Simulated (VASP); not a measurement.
# Al: single point with PBE

Al:

```xyz
1
Lattice="2.7809 0.0000 0.0000 -1.3904 2.4083 0.0000 0.0000 0.0000 2.8027" Properties=species:S:1:pos:R:3 pbc="T T T"
Al    0.0000    0.0000    0.0000
```

* Program: VASP 6.6.1
* Task: single point
* Functional: PBE
* Potentials or basis: VASP PAW PBE potentials, release 64 (Al)
* Cutoff: 520 eV
* k mesh: 24 × 24 × 20
* Occupations: gaussian, width 0.1 eV
* Spin: no spin polarisation

```
Pressure : 0.0 GPa
```

Levels at points of the mesh, in eV from the Fermi level:
| k point | band 1 | band 2 | band 3 | band 4 | band 5 |
| --- | --- | --- | --- | --- | --- |
| (0.00, 0.00, 0.00) | -10.12 | 7.35 | 7.49 | 12.95 | 12.95 |
| (0.50, 0.00, 0.00) | -3.92 | -3.85 | 7.62 | 7.76 | 12.71 |
| (0.00, 0.00, 0.50) | -6.28 | -4.63 | 15.06 | 15.06 | 16.20 |
| (0.50, 0.00, 0.50) | -0.85 | 0.57 | 0.66 | 2.37 | 10.67 |

Wall time 44 s on 1 thread of Intel(R) Xeon(R) Platinum 8259CL CPU @ 2.50GHz (Skylake/Cascade Lake), on a shared host, peak memory 0.2 GiB.
